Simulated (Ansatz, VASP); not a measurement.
# One calculation of BaTiO3, two programs

```
CELL_PARAMETERS angstrom
3.93025 0.00000 0.00000
0.00000 2.79871 2.80734
0.00000 -2.79871 2.80734
ATOMIC_POSITIONS crystal
Ba 0.00000 0.00000 0.00000
Ti 0.50000 0.50790 0.50790
O 0.00000 0.49210 0.49210
O 0.50000 0.50251 0.99371
O 0.50000 0.99371 0.50251
```

Change from the starting cell: volume scaled by 0.96, crystal datasets.

Alike in both runs: task electric field gradients; functional PBE; k mesh 8 × 8 × 8; occupations fermi-dirac, width 0.05 eV; no spin polarisation.

```csv
,VASP,Ansatz
version,VASP 6.6.1,Ansatz 0.2.0
potentials or method,"VASP PAW PBE potentials, release 64 (Ba_sv, Ti_sv, O), cutoff 520 eV","all-electron PAW with datasets made for the crystal, scalar-relativistic"
```

VASP gave:

| Quantity | Value |
| --- | --- |
| gap on the k mesh at the Fermi level (eV) | 1.87 |
| pressure (GPa) | 11.6 |
| traceless stress, the component that is largest in VASP (GPa) | 0.84 |
| rms of the force components (eV/Å) | 0.063 |
| size of Vzz on the site where it differs most (V/Å²) | 6.3 |

Task: What did Ansatz give for the same quantities?

Result: gap on the k mesh at the Fermi level (eV): 1.94; pressure (GPa): 9.6; traceless stress, the component that is largest in VASP (GPa): 0.82; rms of the force components (eV/Å): 0.062; size of Vzz on the site where it differs most (V/Å²): 6.5.

Atom by atom the forces differ by 0.010 eV/Å (rms over components). Ansatz ran all-electron here, and VASP with PAW potentials.

Spin-orbit coupling is off throughout.
